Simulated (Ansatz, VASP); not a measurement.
Two plane-wave programs on InGaAs2

```xyz
4
Lattice="4.3513 0.0000 0.0000 0.0000 4.3513 0.0000 0.0000 0.0000 5.6088" Properties=species:S:1:pos:R:3 pbc="T T T"
In    0.0000    0.0000    2.8044
Ga    2.1757    2.1757    0.0000
As    2.1757    0.0000    4.3171
As    0.0000    2.1757    1.2917
```

Change from the starting cell: strain +0.050 along x and y, -0.050 along z, atoms carried along.

Alike in both runs: task single point; functional PBEsol; k mesh 12 × 12 × 8; occupations gaussian, width 0.15 eV; no spin polarisation.

```csv
,VASP,Ansatz
version,VASP 6.6.1,Ansatz 0.2.0
potentials or method,"VASP PAW PBE potentials, release 64 (In_d, Ga_d, As), cutoff 520 eV","scalar-relativistic, plane waves, PAW"
valence electrons in the cell,36,56
```

Ansatz gave:

```
gap on the k mesh at the Fermi level (eV)                     : none
pressure (GPa)                                                : -2.7
traceless stress, the component that is largest in VASP (GPa) : 2.42
```

Q: Estimate VASP's values.

A: gap on the k mesh at the Fermi level (eV): none; pressure (GPa): -2.6; traceless stress, the component that is largest in VASP (GPa): 2.42.

VASP's potentials were made for PBE, not for PBEsol. A gap of «none» marks a metal or a gap that the smearing closes. With one functional, cell and mesh, what is left measures potentials, basis and numerics. VASP's potentials hold 36 valence electrons a cell and Ansatz's 56, so a difference there can come from the potentials and not from the codes.
